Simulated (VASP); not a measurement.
Runs of VASP 6.6.1 on CrGaPd3. The structure is that of space group Pm-3m (No. 221), or close to it. The cells are those of the table. 

```tsv
task	cell	k mesh	cutoff (eV)	gap on the mesh (eV)	pressure (GPa)	relaxed volume (Å³/atom)
relaxation of cell and atoms	relaxed from a = 4.589 Å, 5 atoms	8 × 8 × 8	600	none	-0.1	(a)
relaxation of cell and atoms	relaxed from a = 4.087 Å, 5 atoms	4 × 4 × 4	600	none	0.1	19.29
single point	a = 4.591 Å, 5 atoms	8 × 8 × 8	520	none	0.0	-
single point	a = 4.589 Å, 5 atoms	4 × 4 × 4	520	none	0.0	-
```

Alike in all rows: level PBE; potentials or basis VASP PAW PBE potentials, release 64 (Cr_pv, Ga_d, Pd); no spin polarisation; smearing gaussian 0.1 eV.

Task: Fill in the values left out.

Result: (a) 19.36.

Caveats: some runs use coarse meshes; the run has no spin polarisation, though such a crystal can be magnetic; the volume moved by over 15 % at a fixed basis, so the end points are rough (at least some runs).

A k mesh can miss the band edges, and the runs leave out spin-orbit coupling on Ga, Pd.

A gap of «none» marks levels without a gap at the run's occupations.
